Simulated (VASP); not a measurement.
Input of a VASP 6.6.1 run:

Contents of INCAR:

```
SYSTEM = MnO
PREC = Accurate ; ENCUT = 520
EDIFF = 1E-6 ; ISMEAR = -1
SIGMA = 0.03 ; LREAL = .False.
LASPH = .True. ; NELM = 150
ALGO = Normal ; ISIF = 2
LWAVE = .False. ; LCHARG = .False.
ISPIN = 2 ; MAGMOM = 1 0
LORBIT = 11 ; NUPDOWN = 1.0
LMAXMIX = 4 ; LDAU = .True.
LDAUTYPE = 2 ; LDAUL = 2 -1
LDAUU = 2.7 0 ; LDAUJ = 0 0
LDAUPRINT = 1 ; GGA = PE
NBANDS = 20
```

The input KPOINTS:

```
Automatic mesh
0
Gamma
  9 9 9
  0 0 0
```

POSCAR

```
MnO
1.0
    0.0000000000      2.2050000000      2.2050000000
    2.2050000000      0.0000000000      2.2050000000
    2.2050000000      2.2050000000      0.0000000000
Mn O
1 1
Direct
    0.0000000000      0.0000000000      0.0000000000
    0.5000000000      0.5000000000      0.5000000000
```

Potentials or basis: VASP PAW PBE potentials, release 64 (Mn_pv, O).

The run is started by

```sh
$ cat potpaw_PBE.64/Mn_pv/POTCAR potpaw_PBE.64/O/POTCAR > POTCAR
$ mpirun -np 1 vasp_std > vasp.out
```

**Question.** What does it give for the pressure?

**Answer.** -26.7 GPa.

Eigenvalues of the final occupation matrices:
| site | spin | trace | eigenvalues |
| --- | --- | --- | --- |
| site 1 d | 1 | 3.02 | 0.11 0.11 0.93 0.93 0.93 |
| site 1 d | 2 | 2.07 | 0.33 0.33 0.47 0.47 0.47 |

Caveat: the cell stands under tension; the total moment is fixed, so each spin has its own Fermi level; a cell with one magnetic atom can't hold antiferromagnetic order, which such compounds often take. The state reached can hang on the start; a lower one may exist.
